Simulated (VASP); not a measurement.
# BAs (F-43m) in VASP: notebook

The runs below take BAs through single point, with PBE.

All numbers are computed with VASP 6.6.1; they aren't measurements. Logs are shortened: lines on timing, memory, paths and dates and some standing lists are left out, and cuts for length are marked.

**1. The cell of the first run**

The structure is cubic, space group F-43m (No. 216). Conventional cell: a = 4.777 Å, b = 4.777 Å, c = 4.777 Å, α = 90.00°, β = 90.00°, γ = 90.00°. B (site symmetry -43m) has 4 As at 2.07 Å within 2.7 Å. As (site symmetry -43m) has 4 B at 2.07 Å within 2.7 Å.

**2. Single point, PBE**

Input file INCAR:

```
ALGO = Normal ; EDIFF = 1E-6
ENCUT = 520 ; GGA = PE
ISIF = 2 ; ISMEAR = -1
LASPH = True ; LCHARG = False
LREAL = False ; LWAVE = False
NBANDS = 11 ; NELM = 60
PREC = Accurate ; SIGMA = 0.05
```

Input file KPOINTS:

```
k-points
0
Gamma
  13 13 13
```

Input file POSCAR:

```
BAs
1.0
    0.0000000000      2.3885000000      2.3885000000
    2.3885000000      0.0000000000      2.3885000000
    2.3885000000      2.3885000000      0.0000000000
B As
1 1
Direct
    0.0000000000      0.0000000000      0.0000000000
    0.7500000000      0.7500000000      0.7500000000
```

Potentials or basis: VASP PAW PBE potentials, release 64 (B, As).

Started as:

```sh
$ cat potpaw_PBE.64/B/POTCAR potpaw_PBE.64/As/POTCAR > POTCAR
$ mpirun -np 1 vasp_std > vasp.out
```

OUTCAR:

```text
EDIFF = 1E-6
   ENCUT = 520
   GGA = PE
   ISIF = 2
   ISMEAR = -1
   LASPH = True
   LREAL = False
   NELM = 60
   PREC = Accurate

 ion  position               nearest neighbor table
   1  0.000  0.000  0.000-   2 2.07   2 2.07   2 2.07   2 2.07
   2  0.750  0.750  0.750-   1 2.07   1 2.07   1 2.07   1 2.07

  LATTYP: Found a face centered cubic cell.
 ALAT       =     4.7770000000

  Lattice vectors:

 A1 = (   0.0000000000,   2.3885000000,   2.3885000000)
 A2 = (   2.3885000000,   0.0000000000,   2.3885000000)
 A3 = (   2.3885000000,   2.3885000000,   0.0000000000)

Analysis of symmetry for initial positions (statically):
=====================================================================
 Subroutine PRICEL returns:
 Original cell was already a primitive cell.

 Routine SETGRP: Setting up the symmetry group for a
 face centered cubic supercell.

 Subroutine GETGRP returns: Found 24 space group operations
 (whereof 24 operations were pure point group operations)
 out of a pool of 48 trial point group operations.

The static configuration has the point symmetry T_d .

Analysis of symmetry for dynamics (positions and initial velocities):
=====================================================================
 Subroutine PRICEL returns:
 Original cell was already a primitive cell.

 Routine SETGRP: Setting up the symmetry group for a
 face centered cubic supercell.

 Subroutine GETGRP returns: Found 24 space group operations
 (whereof 24 operations were pure point group operations)
 out of a pool of 48 trial point group operations.

The dynamic configuration has the point symmetry T_d .

 Subroutine INISYM returns: Found 24 space group operations
 (whereof 24 operations are pure point group operations),
 and found     1 'primitive' translations

----------------------------------------------------------------------------------------

                                     Primitive cell

  volume of cell :      27.2525

  direct lattice vectors                    reciprocal lattice vectors
     0.000000000  2.388500000  2.388500000    -0.209336404  0.209336404  0.209336404
     2.388500000  0.000000000  2.388500000     0.209336404 -0.209336404  0.209336404
     2.388500000  2.388500000  0.000000000     0.209336404  0.209336404 -0.209336404

  length of vectors
     3.377849094  3.377849094  3.377849094     0.362581287  0.362581287  0.362581287

  position of ions in fractional coordinates (direct lattice)
     0.000000000  0.000000000  0.000000000
     0.750000000  0.750000000  0.750000000

  ion indices of the primitive-cell ions
   primitive index   ion index
                 1           1
                 2           2

----------------------------------------------------------------------------------------

 KPOINTS: k-points

Automatic generation of k-mesh.
 Grid dimensions read from file:
 generate k-points for:   13   13   13

 Generating k-lattice:

  Cartesian coordinates                     Fractional coordinates (reciprocal lattice)
    -0.016102800  0.016102800  0.016102800     0.076923077  0.000000000  0.000000000
     0.016102800 -0.016102800  0.016102800     0.000000000  0.076923077  0.000000000
     0.016102800  0.016102800 -0.016102800     0.000000000  0.000000000  0.076923077

  Length of vectors
     0.027890868  0.027890868  0.027890868

  Shift w.r.t. Gamma in fractional coordinates (k-lattice)
     0.000000000  0.000000000  0.000000000

 Subroutine IBZKPT returns following result:
 ===========================================

 Found     84 irreducible k-points:

 Following reciprocal coordinates:
            Coordinates               Weight
  0.000000  0.000000  0.000000      1.000000
  0.076923  0.000000  0.000000      8.000000
  0.153846  0.000000  0.000000      8.000000
  0.230769  0.000000  0.000000      8.000000
  0.307692  0.000000  0.000000      8.000000
  0.384615  0.000000  0.000000      8.000000
[... 16 lines left out ...]
  0.384615  0.153846  0.000000     24.000000
  0.461538  0.153846  0.000000     24.000000
 [... further k-points ...]
   k-points           NKPTS =     84   k-points in BZ     NKDIM =     84   number of bands    NBANDS=     11
   number of dos      NEDOS =    301   number of ions     NIONS =      2
   total plane-waves  NPLWV =  21952
   dimension x,y,z NGX =    28 NGY =   28 NGZ =   28
   dimension x,y,z NGXF=    56 NGYF=   56 NGZF=   56
   ions per type =               1   1
   NGX,Y,Z   is equivalent  to a cutoff of  13.78, 13.78, 13.78 a.u.
   NGXF,Y,Z  is equivalent  to a cutoff of  27.56, 27.56, 27.56 a.u.
 SYSTEM =  unknown system
   PREC   = accura    normal or accurate (medium, high low for compatibility)
   ISTART =      0    job   : 0-new  1-cont  2-samecut
   ICHARG =      2    charge: 1-file 2-atom 10-const
   ISPIN  =      1    spin polarized calculation?
   LNONCOLLINEAR =      F non collinear calculations
   LSORBIT =      F    spin-orbit coupling
   LASPH  =      T    aspherical Exc in radial PAW
   ENCUT  =  520.0 eV  38.22 Ry    6.18 a.u.   6.28  6.28  6.28*2*pi/ulx,y,z
   NELM   =     60;   NELMIN=  2; NELMDL= -5     # of ELM steps
   EDIFF  = 0.1E-05   stopping-criterion for ELM
   LREAL  =      F    real-space projection
   EDIFFG = 0.1E-04   stopping-criterion for IOM
   NSW    =      0    number of steps for IOM
   IBRION =     -1    ionic relax: 0-MD 1-quasi-New 2-CG
   NFREE  =      0    steps in history (QN), initial steepest desc. (CG)
   ISIF   =      2    stress and relaxation
   ISYM   =      2    0-nonsym 1-usesym 2-fastsym
   POTIM  = 0.5000    time-step for ionic-motion
   TEBEG  =    0.0;   TEEND  =   0.0 temperature during run
   PSTRESS=    0.0 pullay stress
   NELECT =       8.0000    total number of electrons
   NUPDOWN=      -1.0000    fix difference up-down
   EMIN   =  10.00;   EMAX   =-10.00  energy-range for DOS
   EFERMI =   0.00;   METHOD = LEGACY
   ISMEAR =    -1;   SIGMA  =   0.05  broadening in eV -4-tet -1-fermi 0-gaus
   EFERMI_NEDOS =   21; number of points for ismear=-14 and -15
   IALGO  =     38    algorithm
   IMIX   =      4    mixing-type and parameters
     AMIX     =   0.40;   BMIX     =  1.00
     AMIX_MAG =   1.60;   BMIX_MAG =  1.00
  volume/ion in A,a.u.               =      13.63        91.95
  Fermi-wavevector in a.u.,A,eV,Ry     =   1.088018  2.056057 16.106360  1.183784
  Thomas-Fermi vector in A             =   2.224191
   LORBIT       =      0    0 simple, 1 ext, 2 COOP (PROOUT), +10 PAW based schemes
   GGA     = PE    functional components
   LHFCALC =     F    Hartree Fock is set to
   AEXX    =    0.0000 exact exchange contribution
   IVDW    =     0    specifies the selected vdW correction
   LEPSILON=     F    determine dielectric tensor
   LRPA    =     F    only Hartree local field effects (RPA)
 non-spin polarized calculation
  energy-cutoff  :      520.00
  volume of cell :       27.25
 maximum number of plane-waves:       748
 NGX is ok and might be reduce to    28
   NGX = 13   NGY = 13   NGZ = 13

 number of electron       8.0000000 magnetization

 Free energy of the ion-electron system (eV)
  ---------------------------------------------------
  ext. energy  EPLUGINS =         0.00000000
  ---------------------------------------------------
  free energy    TOTEN  =       -11.40677128 eV

  energy without entropy =      -11.40677123  energy(sigma->0) =      -11.40677125

 E-fermi :   6.6998     XC(G=0): -10.5844

 val. band max:        6.1261340971   @ k =   0.0000   0.0000   0.0000
 cond. band min:       7.3065878373   @ k =   0.3846   0.3846   0.0000
 fundamental gap:      1.1804537403
 Fermi energy:         6.6997934000

 k-point     1 :       0.0000    0.0000    0.0000
  band No.  band energies     occupation
      1      -9.2750      2.00000
      2       6.1261      1.99998
      3       6.1261      1.99998
      4       6.1261      1.99998
      5       9.4027      0.00000
      6       9.4027      0.00000
      7       9.4027      0.00000
      8      10.8129      0.00000
      9      15.7089      0.00000
     10      19.0767      0.00000
     11      19.0767      0.00000

 k-point     2 :       0.0769    0.0000    0.0000
  band No.  band energies     occupation
      1      -9.1777      2.00000
      2       5.2175      2.00000
      3       5.9369      2.00000
      4       5.9369      2.00000
      5       9.5473      0.00000
      6       9.6515      0.00000
      7       9.6515      0.00000
      8      11.3505      0.00000
      9      16.1055      0.00000
     10      18.2922      0.00000
     11      18.2922      0.00000

 k-point     3 :       0.1538    0.0000    0.0000
  band No.  band energies     occupation
      1      -8.8885      2.00000
      2       3.4766      2.00000
      3       5.5201      2.00000
      4       5.5201      2.00000
      5       9.4601      0.00000
      6      10.1952      0.00000
      7      10.1952      0.00000
      8      12.5641      0.00000
      9      17.0002      0.00000
     10      17.4984      0.00000
     11      17.4984      0.00000

 k-point     4 :       0.2308    0.0000    0.0000
  band No.  band energies     occupation
      1      -8.4173      2.00000
      2       1.6345      2.00000
      3       5.0782      2.00000
      4       5.0782      2.00000
      5       9.2464      0.00000
      6      10.6913      0.00000
      7      10.6913      0.00000
      8      13.7644      0.00000
      9      17.2922      0.00000
     10      17.2922      0.00000
     11      17.4166      0.00000
[... 239 lines left out ...]
 k-point    22 :       0.3077    0.1538    0.0000
  band No.  band energies     occupation
      1      -7.8875      2.00000
      2       1.0955      2.00000
      3       3.7801      2.00000
      4       3.8100      2.00000
      5       8.8959      0.00000
      6      11.3371      0.00000
      7      12.5444      0.00000
      8      12.6098      0.00000
      9      16.9107      0.00000
     10      19.2021      0.00000
     11      19.6593      0.00000

 k-point    23 :       0.3846    0.1538    0.0000
  band No.  band energies     occupation
      1      -7.2286      2.00000
      2      -0.4523      2.00000
      3       3.2928      2.00000
      4       3.5955      2.00000
      5       9.1159      0.00000
      6      11.4754      0.00000
      7      12.6353      0.00000
      8      13.0045      0.00000
      9      17.6822      0.00000
     10      19.5436      0.00000
     11      20.4003      0.00000

 k-point    24 :       0.4615    0.1538    0.0000
  band No.  band energies     occupation
      1      -6.5370      2.00000
      2      -1.7235      2.00000
      3       2.8424      2.00000
      4       3.5753      2.00000
      5       9.2006      0.00000
      6      11.4749      0.00000
      7      12.4242      0.00000
      8      14.0605      0.00000
      9      17.8570      0.00000
     10      20.2108      0.00000
     11      21.1466      0.00000

 [... further k-points ...]

------------------------ aborting loop because EDIFF is reached ----------------------------------------

  FORCE on cell =-STRESS in cart. coord.  units (eV):
  Direction    XX          YY          ZZ          XY          YZ          ZX
  --------------------------------------------------------------------------------------
  -------------------------------------------------------------------------------------
  Total        0.5826523      0.5826523      0.5826523     -0.0000000     -0.0000000      0.0000000
  in kB       34.2542395     34.2542395     34.2542395     -0.0000000     -0.0000000      0.0000000
  external PRESSURE =      34.2542395 kB  Pullay stress =       0.0000000 kB

 VOLUME and BASIS-vectors are now :
 -----------------------------------------------------------------------------
  energy-cutoff  :      520.00
  volume of cell :       27.25
      direct lattice vectors                 reciprocal lattice vectors
     0.000000000  2.388500000  2.388500000    -0.209336404  0.209336404  0.209336404
     2.388500000  0.000000000  2.388500000     0.209336404 -0.209336404  0.209336404
     2.388500000  2.388500000  0.000000000     0.209336404  0.209336404 -0.209336404

 POSITION                                       TOTAL-FORCE (eV/Angst)
 -----------------------------------------------------------------------------------
      0.00000      0.00000      0.00000         0.000000      0.000000      0.000000
      3.58275      3.58275      3.58275        -0.000000     -0.000000     -0.000000
 -----------------------------------------------------------------------------------
    total drift:                                0.000000      0.000000      0.000000

  FREE ENERGIE OF THE ION-ELECTRON SYSTEM (eV)
  ---------------------------------------------------
  free  energy   TOTEN  =       -11.4067712770 eV

  energy  without entropy=      -11.4067712296  energy(sigma->0) =      -11.40677125
```

It took 21 s on 1 thread of Intel Xeon Platinum 8375C at 2.90GHz (Ice Lake), shared host; peak memory 0.17 GiB.

What came out:

- Free energy: -11.4068 eV
- Pressure: 3.4 GPa
- Band gap on the k mesh: 1.18 eV, indirect (least direct gap 3.28 eV)

Levels at points of the mesh, in eV from the valence-band top:
```tsv
k point	band 2	band 3	band 4	band 5	band 6	band 7
(0.00, 0.00, 0.00)	0.00	0.00	0.00	3.28	3.28	3.28
```

A k mesh can miss the band edges. As with any semilocal functional, this PBE gap is likely too small.

**3. Single point, PBE (volume scaled by 0.96)**

Input file INCAR:

```
PREC = Accurate ; ENCUT = 520
EDIFF = 1E-7 ; ISMEAR = -1
SIGMA = 0.05 ; LREAL = False
LASPH = True ; NELM = 80
ALGO = Normal ; ISIF = 2
LWAVE = False ; LCHARG = False
GGA = PE ; NBANDS = 11
```

Input file KPOINTS:

```
Automatic mesh
0
Gamma
  13 13 13
```

Input file POSCAR:

```
BAs
1.0
    0.0000000000      2.3562190158      2.3562190158
    2.3562190158      0.0000000000      2.3562190158
    2.3562190158      2.3562190158      0.0000000000
B As
1 1
Direct
    0.0000000000      0.0000000000      0.0000000000
    0.7500000000      0.7500000000      0.7500000000
```

Potentials or basis: VASP PAW PBE potentials, release 64 (B, As).

Started as:

```sh
$ cat potpaw_PBE.64/B/POTCAR potpaw_PBE.64/As/POTCAR > POTCAR
$ mpirun -np 1 vasp_std > vasp.out
```

Wall time 36 s (1 thread of AMD EPYC 7R13, shared host); peak memory 0.14 GiB.

The run converged. Its results:

```
Free energy            : -11.3619 eV
Pressure               : 9.9 GPa
Band gap on the k mesh : 1.14 eV, indirect (least direct gap 3.33 eV)
```

Levels at points of the mesh, in eV from the valence-band top:
```
           k point  band 1  band 2  band 3  band 4  band 5  band 6  band 7  band 8
(0.00, 0.00, 0.00)  -15.78    0.00    0.00    0.00    3.33    3.33    3.33    5.21
```

 A k mesh can miss the band edges.

(Part 1 of 2 ends here.)
